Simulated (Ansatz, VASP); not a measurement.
## Two plane-wave programs on BP

```
CELL_PARAMETERS angstrom
0.00000 2.08748 2.26900
2.08748 0.00000 2.26900
2.08748 2.08748 0.00000
ATOMIC_POSITIONS crystal
B 0.00000 0.00000 0.00000
P 0.75000 0.75000 0.75000
```

Change from the starting cell: strain -0.080 along x and y, +0.000 along z, atoms carried along.

Alike in both runs: task single point; functional PBE; k mesh 10 × 10 × 10; occupations gaussian, width 0.05 eV; no spin polarisation.

```csv
,VASP,Ansatz
version,VASP 6.6.1,Ansatz 0.2.0
potentials or method,"VASP PAW PBE potentials, release 64 (B, P), cutoff 520 eV","scalar-relativistic, plane waves, PAW"
valence electrons in the cell,8,8
```

Ansatz gave:

* gap on the k mesh at the Fermi level (eV): 0.34
* least direct gap on the mesh (eV): 3.30
* pressure (GPa): 38.6
* traceless stress, the component that is largest in VASP (GPa): -18.77

Problem. Estimate VASP's values.

Solution. gap on the k mesh at the Fermi level (eV): 0.33; least direct gap on the mesh (eV): 3.29; pressure (GPa): 38.2; traceless stress, the component that is largest in VASP (GPa): -18.82.

Both programs put the cell under a high pressure, so it lies far from rest at this level.
